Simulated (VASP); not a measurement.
Here is a VASP 6.6.1 calculation.

File INCAR:

```
  PREC = Accurate
  ENCUT = 520
  EDIFF = 1E-6
  ISMEAR = -1
  SIGMA = 0.02
  LREAL = False
  LASPH = True
  NELM = 80
  ALGO = Normal
  ISIF = 2
  LWAVE = False
  LCHARG = False
  NBANDS = 28
```

File KPOINTS:

```
Automatic mesh
0
Gamma
  6 6 6
```

Contents of POSCAR:

```
BaTiO3
1.0
    3.9316352889      0.0000000000      0.0000000000
    0.0000000000      2.7985588135      2.8066973133
    0.0000000000     -2.7985588135      2.8066973133
Ba Ti O
1 1 3
Direct
    0.0000000000      0.0000000000      0.0000000000
    0.5000000000      0.5124000000      0.5124000000
    0.0000000000      0.4874000000      0.4874000000
    0.5000000000      0.5052400000      0.9918400000
    0.5000000000      0.9918400000      0.5052400000
```

Potentials or basis: VASP PAW LDA potentials, release 64 (Ba_sv, Ti_sv, O).

Launch:

```console
$ cat potpaw_LDA.64/Ba_sv/POTCAR potpaw_LDA.64/Ti_sv/POTCAR potpaw_LDA.64/O/POTCAR > POTCAR
$ mpirun -np 1 vasp_std > vasp.out
```

Question: Predict the largest force.

Answer: 0.215 eV/Å.

Question: What does it give for the band gap on the k mesh?

Answer: 1.84 eV, indirect (least direct gap 2.00 eV).

Question: What does it give for the pressure?

Answer: 0.7 GPa.

Stress tensor (GPa, compression positive):
```
0.77 0.00 0.00
0.00 0.96 0.00
0.00 0.00 0.26
```

Caveat: spin-orbit coupling is left out, which moves the levels of the heavy elements. A k mesh can miss the band edges.
